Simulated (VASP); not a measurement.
Here is a VASP 6.6.1 calculation.

Contents of INCAR:

```
SYSTEM = Cu
PREC     = Accurate       ! precision mode
ENCUT    = 520            ! plane-wave cutoff, eV
EDIFF    = 1E-7           ! SCF threshold, eV
ISMEAR   = 0              ! smearing method
SIGMA    = 0.03           ! smearing width, eV
LREAL    = .FALSE.        ! projectors in reciprocal space
LASPH    = .TRUE.         ! aspherical terms in the spheres
NELM     = 60             ! most SCF steps
ALGO     = Normal         ! electronic algorithm
ISIF     = 2              ! what is computed and relaxed
LWAVE    = .FALSE.        ! write WAVECAR
LCHARG   = .FALSE.        ! write CHGCAR
NBANDS   = 12             ! bands
```

KPOINTS

```
Automatic mesh
0
G
  15 15 15
  0 0 0
```

The input POSCAR:

```
Cu
1.0
    0.0000000000      1.7588202533      1.7588202533
    1.7588202533      0.0000000000      1.7588202533
    1.7588202533      1.7588202533      0.0000000000
Cu
1
Direct
    0.0000000000      0.0000000000      0.0000000000
```

Potentials or basis: VASP PAW LDA potentials, release 64 (Cu).

Launch:

```console
$ cat potpaw_LDA.64/Cu/POTCAR > POTCAR
$ mpirun -np 1 vasp_std > vasp.out
```

Estimate the pressure.

0.7 GPa.
